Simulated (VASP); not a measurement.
AgCl, 2 atoms in the cell. Symmetry: I4/mmm, No. 139, tetragonal system. Conventional cell: a = 3.922 Å, b = 3.922 Å, c = 5.463 Å, α = 90.00°, β = 90.00°, γ = 90.00°. Within 3.6 Å of Ag (site symmetry 4/mmm) lie 6 Cl at 2.73 to 2.77 Å. Cl (site symmetry 4/mmm) has 6 Ag at 2.73 to 2.77 Å within 3.6 Å.  This cell differs from its parent crystal: strain +0.000 along x and y, -0.015 along z.

| Item | Value |
| --- | --- |
| Program | VASP 6.6.1 |
| Task | single point |
| Functional | r2SCAN |
| Potentials or basis | VASP PAW PBE potentials, release 64 (Ag, Cl) |
| Cutoff | 520 eV |
| k mesh | 8 × 8 × 8 |
| Occupations | gaussian, width 0.05 eV |
| Spin | no spin polarisation |
| Dipole correction | no |
| Further INCAR settings | ALGO = Normal; EDIFF = 1e-06; NBANDS = 16 |

Potentials or basis: VASP PAW PBE potentials, release 64 (Ag, Cl).

Launch:

```sh
$ cat potpaw_PBE.64/Ag/POTCAR potpaw_PBE.64/Cl/POTCAR > POTCAR
$ cp INCAR.step1 INCAR
$ mpirun -np 1 vasp_std > vasp.out
$ cp INCAR.step2 INCAR
$ mpirun -np 1 vasp_std > vasp.out
```

Hardware: 1 thread of Intel(R) Xeon(R) 6975P-C (Granite Rapids) (shared host).

**Question.** Estimate the wall time of this run.

**Answer.** Wall time 73 s on 1 thread of Intel(R) Xeon(R) 6975P-C (Granite Rapids), on a shared host, peak memory 0.19 GiB. Counts: k points 59.
